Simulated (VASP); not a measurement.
# Sc2AlN3 (P4/mmm) in VASP: relaxation of cell and atoms with PBE

Aim: the relaxation of cell and atoms of Sc2AlN3 with PBE.

Program: VASP 6.6.1. These are calculated values, not measurements. Logs are shortened: lines on timing, memory, paths and dates and some standing lists are left out, and cuts for length are marked.

### Step 1. The cell of the first run

Symmetry: P4/mmm, No. 123, tetragonal system. Conventional cell: a = 2.724 Å, b = 2.724 Å, c = 8.198 Å, α = 90.00°, β = 90.00°, γ = 90.00°. Sc (site symmetry 4mm) has 8 N at 2.37 to 2.40 Å and 1 Al at 2.71 Å and 5 Sc at 2.72 to 2.77 Å within 3.1 Å. Within 3.1 Å of Al (site symmetry 4/mmm) lie 8 N at 2.31 Å and 2 Sc at 2.71 Å and 4 Al at 2.72 Å. N (site symmetry 4mm) has 4 Al at 2.31 Å and 4 Sc at 2.40 Å and 6 N at 2.56 to 2.82 Å within 3.1 Å. N (site symmetry 4/mmm) has 8 Sc at 2.37 Å and 6 N at 2.72 to 2.82 Å within 3.1 Å.

The cell was generated, and may not be a known phase.

### Step 2. Relaxation of cell and atoms, PBE

File INCAR:

```
SYSTEM = Sc2AlN3
  PREC = Accurate
  ENCUT = 600
  EDIFF = 1E-6
  ISMEAR = 0
  SIGMA = 0.1
  LREAL = .FALSE.
  LASPH = .TRUE.
  NELM = 80
  ALGO = Fast
  ISIF = 3
  LWAVE = .FALSE.
  LCHARG = .FALSE.
  GGA = PE
  IBRION = 2
  NSW = 100
  EDIFFG = -0.01
```

File KPOINTS:

```
regular mesh
0
G
  14 14 6
  0 0 0
```

File POSCAR:

```
Sc2AlN3
1.0
    2.7241434172      0.0000000000      0.0000000000
    0.0000000000      2.7241434172      0.0000000000
    0.0000000000      0.0000000000      8.1979695169
Sc Al N
2 1 3
Direct
    0.0000000000      0.0000000000      0.3311717084
    0.0000000000      0.0000000000      0.6688282916
    0.0000000000      0.0000000000      0.0000000000
    0.5000000000      0.5000000000      0.1561119394
    0.5000000000      0.5000000000      0.5000000000
    0.5000000000      0.5000000000      0.8438880606
```

Potentials or basis: VASP PAW PBE potentials, release 64 (Sc_sv, Al, N).

Command:

```sh
$ cat potpaw_PBE.64/Sc_sv/POTCAR potpaw_PBE.64/Al/POTCAR potpaw_PBE.64/N/POTCAR > POTCAR
$ mpirun -np 1 vasp_std > vasp.out
```

OUTCAR:

```text
SYSTEM = Sc2AlN3
   PREC = Accurate
   ENCUT = 600
   EDIFF = 1E-6
   ISMEAR = 0
   LREAL = .FALSE.
   LASPH = .TRUE.
   NELM = 80
   ISIF = 3
   GGA = PE
   IBRION = 2
   NSW = 100
   EDIFFG = -0.01

 ion  position               nearest neighbor table
   1  0.000  0.000  0.331-   5 2.37   5 2.37   5 2.37   5 2.37   4 2.40   4 2.40   4 2.40   4 2.40
                             3 2.71   2 2.77
   2  0.000  0.000  0.669-   5 2.37   5 2.37   5 2.37   5 2.37   6 2.40   6 2.40   6 2.40   6 2.40
                             3 2.71   1 2.77
   3  0.000  0.000  0.000-   4 2.31   6 2.31   4 2.31   6 2.31   4 2.31   6 2.31   4 2.31   6 2.31
                             1 2.71   2 2.71
   4  0.500  0.500  0.156-   3 2.31   3 2.31   3 2.31   3 2.31   1 2.40   1 2.40   1 2.40   1 2.40

   5  0.500  0.500  0.500-   1 2.37   2 2.37   1 2.37   2 2.37   1 2.37   2 2.37   1 2.37   2 2.37

   6  0.500  0.500  0.844-   3 2.31   3 2.31   3 2.31   3 2.31   2 2.40   2 2.40   2 2.40   2 2.40

  LATTYP: Found a simple tetragonal cell.
 ALAT       =     2.7241434172
 C/A-ratio  =     3.0093751545

  Lattice vectors:

 A1 = (   2.7241434172,   0.0000000000,   0.0000000000)
 A2 = (   0.0000000000,   2.7241434172,   0.0000000000)
 A3 = (   0.0000000000,   0.0000000000,   8.1979695169)

Analysis of symmetry for initial positions (statically):
=====================================================================
 Subroutine PRICEL returns:
 Original cell was already a primitive cell.

 Routine SETGRP: Setting up the symmetry group for a
 simple tetragonal supercell.

 Subroutine GETGRP returns: Found 16 space group operations
 (whereof 16 operations were pure point group operations)
 out of a pool of 16 trial point group operations.

The static configuration has the point symmetry D_4h.

Analysis of symmetry for dynamics (positions and initial velocities):
=====================================================================
 Subroutine PRICEL returns:
 Original cell was already a primitive cell.

 Routine SETGRP: Setting up the symmetry group for a
 simple tetragonal supercell.

 Subroutine GETGRP returns: Found 16 space group operations
 (whereof 16 operations were pure point group operations)
 out of a pool of 16 trial point group operations.

The dynamic configuration has the point symmetry D_4h.

 Subroutine INISYM returns: Found 16 space group operations
 (whereof 16 operations are pure point group operations),
 and found     1 'primitive' translations

----------------------------------------------------------------------------------------

                                     Primitive cell

  volume of cell :      60.8368

  direct lattice vectors                    reciprocal lattice vectors
     2.724143417  0.000000000  0.000000000     0.367087868  0.000000000  0.000000000
     0.000000000  2.724143417  0.000000000     0.000000000  0.367087868  0.000000000
     0.000000000  0.000000000  8.197969517     0.000000000  0.000000000  0.121981425

  length of vectors
     2.724143417  2.724143417  8.197969517     0.367087868  0.367087868  0.121981425

  position of ions in fractional coordinates (direct lattice)
     0.000000000  0.000000000  0.331171708
     0.000000000  0.000000000  0.668828292
     0.000000000  0.000000000  0.000000000
     0.500000000  0.500000000  0.156111939
     0.500000000  0.500000000  0.500000000
     0.500000000  0.500000000  0.843888061

  ion indices of the primitive-cell ions
   primitive index   ion index
                 1           1
                 2           2
                 3           3
                 4           4
                 5           5
                 6           6

----------------------------------------------------------------------------------------

 KPOINTS: regular mesh

Automatic generation of k-mesh.
 Grid dimensions read from file:
 generate k-points for:   14   14    6

 Generating k-lattice:

  Cartesian coordinates                     Fractional coordinates (reciprocal lattice)
     0.026220562  0.000000000  0.000000000     0.071428571  0.000000000  0.000000000
     0.000000000  0.026220562  0.000000000     0.000000000  0.071428571  0.000000000
     0.000000000  0.000000000  0.020330237     0.000000000  0.000000000  0.166666667

  Length of vectors
     0.026220562  0.026220562  0.020330237

  Shift w.r.t. Gamma in fractional coordinates (k-lattice)
     0.000000000  0.000000000  0.000000000

 Subroutine IBZKPT returns following result:
 ===========================================

 Found    144 irreducible k-points:

 Following reciprocal coordinates:
            Coordinates               Weight
  0.000000  0.000000  0.000000      1.000000
  0.071429  0.000000  0.000000      4.000000
  0.142857  0.000000  0.000000      4.000000
  0.214286  0.000000  0.000000      4.000000
  0.285714  0.000000  0.000000      4.000000
  0.357143  0.000000  0.000000      4.000000
[... 16 lines left out ...]
  0.285714  0.214286  0.000000      8.000000
  0.357143  0.214286  0.000000      8.000000
 [... further k-points ...]
   k-points           NKPTS =    144   k-points in BZ     NKDIM =    144   number of bands    NBANDS=     24
   number of dos      NEDOS =    301   number of ions     NIONS =      6
   total plane-waves  NPLWV =  40320
   dimension x,y,z NGX =    24 NGY =   24 NGZ =   70
   dimension x,y,z NGXF=    48 NGYF=   48 NGZF=  140
   ions per type =               2   1   3
   NGX,Y,Z   is equivalent  to a cutoff of  14.65, 14.65, 14.20 a.u.
   NGXF,Y,Z  is equivalent  to a cutoff of  29.29, 29.29, 28.39 a.u.
 SYSTEM =  Sc2AlN3
   PREC   = accura    normal or accurate (medium, high low for compatibility)
   ISTART =      0    job   : 0-new  1-cont  2-samecut
   ICHARG =      2    charge: 1-file 2-atom 10-const
   ISPIN  =      1    spin polarized calculation?
   LNONCOLLINEAR =      F non collinear calculations
   LSORBIT =      F    spin-orbit coupling
   LASPH  =      T    aspherical Exc in radial PAW
   ENCUT  =  600.0 eV  44.10 Ry    6.64 a.u.   5.44  5.44 16.37*2*pi/ulx,y,z
   NELM   =     80;   NELMIN=  2; NELMDL= -5     # of ELM steps
   EDIFF  = 0.1E-05   stopping-criterion for ELM
   LREAL  =      F    real-space projection
   EDIFFG = -.1E-01   stopping-criterion for IOM
   NSW    =    100    number of steps for IOM
   IBRION =      2    ionic relax: 0-MD 1-quasi-New 2-CG
   NFREE  =      1    steps in history (QN), initial steepest desc. (CG)
   ISIF   =      3    stress and relaxation
   ISYM   =      2    0-nonsym 1-usesym 2-fastsym
   POTIM  = 0.5000    time-step for ionic-motion
   TEBEG  =    0.0;   TEEND  =   0.0 temperature during run
   PSTRESS=    0.0 pullay stress
   NELECT =      40.0000    total number of electrons
   NUPDOWN=      -1.0000    fix difference up-down
   EMIN   =  10.00;   EMAX   =-10.00  energy-range for DOS
   EFERMI =   0.00;   METHOD = LEGACY
   ISMEAR =     0;   SIGMA  =   0.10  broadening in eV -4-tet -1-fermi 0-gaus
   EFERMI_NEDOS =   21; number of points for ismear=-14 and -15
   IALGO  =     68    algorithm
   IMIX   =      4    mixing-type and parameters
     AMIX     =   0.40;   BMIX     =  1.00
     AMIX_MAG =   1.60;   BMIX_MAG =  1.00
  volume/ion in A,a.u.               =      10.14        68.42
  Fermi-wavevector in a.u.,A,eV,Ry     =   1.423550  2.690120 27.572136  2.026495
  Thomas-Fermi vector in A             =   2.544136
   LORBIT       =      0    0 simple, 1 ext, 2 COOP (PROOUT), +10 PAW based schemes
   GGA     = PE    functional components
   LHFCALC =     F    Hartree Fock is set to
   AEXX    =    0.0000 exact exchange contribution
   IVDW    =     0    specifies the selected vdW correction
   LEPSILON=     F    determine dielectric tensor
   LRPA    =     F    only Hartree local field effects (RPA)
 conjugate gradient relaxation of ions
 non-spin polarized calculation
 RMM-DIIS sequential band-by-band and
 Gauss-broadening in eV      SIGMA  =   0.10
  energy-cutoff  :      600.00
  volume of cell :       60.84
 maximum number of plane-waves:      2061
 NGX is ok and might be reduce to    24
   NGX = 11   NGY = 11   NGZ = 33

--------------------------------------- Ionic step        1  -------------------------------------------

 number of electron      40.0000006 magnetization

 Free energy of the ion-electron system (eV)
  ---------------------------------------------------
  ext. energy  EPLUGINS =         0.00000000
  ---------------------------------------------------
  free energy    TOTEN  =       -44.02784197 eV

  energy without entropy =      -44.01997768  energy(sigma->0) =      -44.02390982

------------------------ aborting loop because EDIFF is reached ----------------------------------------

  FORCE on cell =-STRESS in cart. coord.  units (eV):
  Direction    XX          YY          ZZ          XY          YZ          ZX
  --------------------------------------------------------------------------------------
  -------------------------------------------------------------------------------------
  Total        0.3306266      0.3306266      0.2800129      0.0000000      0.0000000      0.0000000
  in kB        8.7072732      8.7072732      7.3743274      0.0000000      0.0000000      0.0000000
  external PRESSURE =       8.2629579 kB  Pullay stress =       0.0000000 kB
[... 105 lines left out ...]
  energy  without entropy=      -44.0210384405  energy(sigma->0) =      -44.02496881

--------------------------------------- Ionic step        4  -------------------------------------------

 number of electron      40.0000004 magnetization

 Free energy of the ion-electron system (eV)
  ---------------------------------------------------
  ext. energy  EPLUGINS =         0.00000000
  ---------------------------------------------------
  free energy    TOTEN  =       -44.02894627 eV

  energy without entropy =      -44.02110914  energy(sigma->0) =      -44.02502771

 E-fermi :   7.9051     XC(G=0): -12.2380

 val. band max:        7.8989881780   @ k =   0.4286   0.4286   0.1667
 cond. band min:       7.9193674344   @ k =   0.5000   0.0714   0.5000
 fundamental gap:      0.0203792563
 Fermi energy:         7.9051248247

 k-point     1 :       0.0000    0.0000    0.0000
  band No.  band energies     occupation
      1     -41.5748      2.00000
      2     -41.5066      2.00000
      3     -20.5433      2.00000
      4     -20.0253      2.00000
      5     -19.6690      2.00000
      6     -19.6690      2.00000
[... 637 lines left out ...]
     23      10.5161      0.00000
     24      10.9865      0.00000

 [... further k-points ...]

------------------------ aborting loop because EDIFF is reached ----------------------------------------

  FORCE on cell =-STRESS in cart. coord.  units (eV):
  Direction    XX          YY          ZZ          XY          YZ          ZX
  --------------------------------------------------------------------------------------
  -------------------------------------------------------------------------------------
  Total       -0.0063176     -0.0063176      0.0067538      0.0000000      0.0000000     -0.0000000
  in kB       -0.1656359     -0.1656359      0.1770711      0.0000000      0.0000000     -0.0000000
  external PRESSURE =      -0.0514002 kB  Pullay stress =       0.0000000 kB
[... 21 lines left out ...]
  FREE ENERGIE OF THE ION-ELECTRON SYSTEM (eV)
  ---------------------------------------------------
  free  energy   TOTEN  =       -44.0289462744 eV

  energy  without entropy=      -44.0211091415  energy(sigma->0) =      -44.02502771

 reached required accuracy - stopping structural energy minimisation
```

Run time: 26 min. Hardware: 1 thread of Oxide Virtual Turin-like, shared host; peak memory 0.35 GiB.

What came out:

```yaml
Free_energy: -44.0289 eV
Relaxed_volume: 10.18 Å³/atom
Relaxed_cell: a = 2.729 Å, b = 2.729 Å, c = 8.208 Å, α = 90.00°, β = 90.00°, γ = 90.00°
Space_group_after_relaxing_to_0.1_Å: P4/mmm (No. 123)
Energy_gained_by_relaxing: 0.2 meV/atom
Ionic_steps: 4
Pressure_after_relaxing: 0.0 GPa
Largest_force_after_relaxing: 0.004 eV/Å
Band_gap_on_the_k_mesh: zero (bands 20 and 21 overlap by 0.66 eV)
```

Forces on the atoms (eV/Å):
```
Sc   0.000  0.000  0.004
Sc   0.000  0.000 -0.004
Al   0.000  0.000  0.000
N    0.000  0.000  0.001
N    0.000  0.000  0.000
N    0.000  0.000 -0.001
```

Step by step:
```
step  energy change (eV)  largest force (eV/Å)  pressure (GPa)  volume (Å³)
   1              0.0000                0.0923            0.83        60.84
   2             -0.0008                0.0102           -0.56        61.30
   3             -0.0011                0.0282           -0.09        61.14
   4             -0.0011                0.0035           -0.01        61.11
```

Final structure:
```cif
data_structure
_symmetry_space_group_name_H-M 'P 1'
_symmetry_Int_Tables_number 1
_cell_length_a 2.7286
_cell_length_b 2.7286
_cell_length_c 8.2076
_cell_angle_alpha 90.000
_cell_angle_beta 90.000
_cell_angle_gamma 90.000
_cell_volume 61.11
loop_
_atom_site_label
_atom_site_type_symbol
_atom_site_fract_x
_atom_site_fract_y
_atom_site_fract_z
_atom_site_occupancy
Sc1 Sc 0.00000 0.00000 0.33064 1
Sc2 Sc 0.00000 0.00000 0.66936 1
Al1 Al 0.00000 0.00000 0.00000 1
N1 N 0.50000 0.50000 0.15614 1
N2 N 0.50000 0.50000 0.50000 1
N3 N 0.50000 0.50000 0.84386 1
```

The gap in the log of VASP goes by the Fermi energy; the results here count the filled bands.